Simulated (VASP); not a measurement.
Hf:

```
Hf
1.0
     2.29501    0.00000    0.00000
     0.00000    2.29501    0.00000
     0.00000    0.00000    2.93902
Hf
1
Cartesian
  1.1475 1.1475 1.4695
```

```yaml
Program: VASP 6.6.1
Task: relaxation of cell and atoms
Functional: PBE
Potentials_or_basis: VASP PAW PBE potentials, release 64 (Hf_pv)
Cutoff: 600 eV
k_mesh: 8 × 8 × 6
Occupations: gaussian, width 0.1 eV
Spin: no spin polarisation
```

At the start: pressure 105.4 GPa; volume 15.48 Å³/atom.

Problem. Where does the relaxation end?

Solution. Over 16 steps the energy falls by 2660.8 meV/atom and the volume is 24.70 Å³/atom (+59.5 %); space group Pm-3m (No. 221, to 0.05 Å).

Step by step:
```tsv
step	energy change (eV)	largest force (eV/Å)	pressure (GPa)	volume (Å³)
1	0.0000	0.0000	105.38	15.48
2	-0.8490	0.0000	-13.27	48.02
3	-2.6255	0.0000	-5.11	26.74
4	-2.6448	0.0000	-3.32	25.99
5	-2.6549	0.0000	-0.40	24.95
6	-2.6545	0.0000	-0.99	25.17
7	-2.6577	0.0000	-0.45	24.90
8	-2.6542	0.0000	2.19	24.08
9	-2.6596	0.0000	0.12	24.68
10	-2.6596	0.0000	1.12	24.36
11	-2.6602	0.0000	0.53	24.54
12	-2.6602	0.0000	0.68	24.50
13	-2.6593	0.0000	0.12	24.68
14	-2.6606	0.0000	0.46	24.57
15	-2.6607	0.0000	-0.26	24.81
16	-2.6608	0.0000	0.04	24.70
```

Final structure:
```yaml
crystal:
  lattice:
    - [2.90624, 0.00000, 0.00000]
    - [0.00000, 2.90624, 0.00000]
    - [0.00000, 0.00000, 2.92418]
  atoms:
    - { symbol: Hf, position: [0.50000, 0.50000, 0.50000] }
```

Caveat: the volume moved by over 15 % at a fixed basis, so the end points are rough.
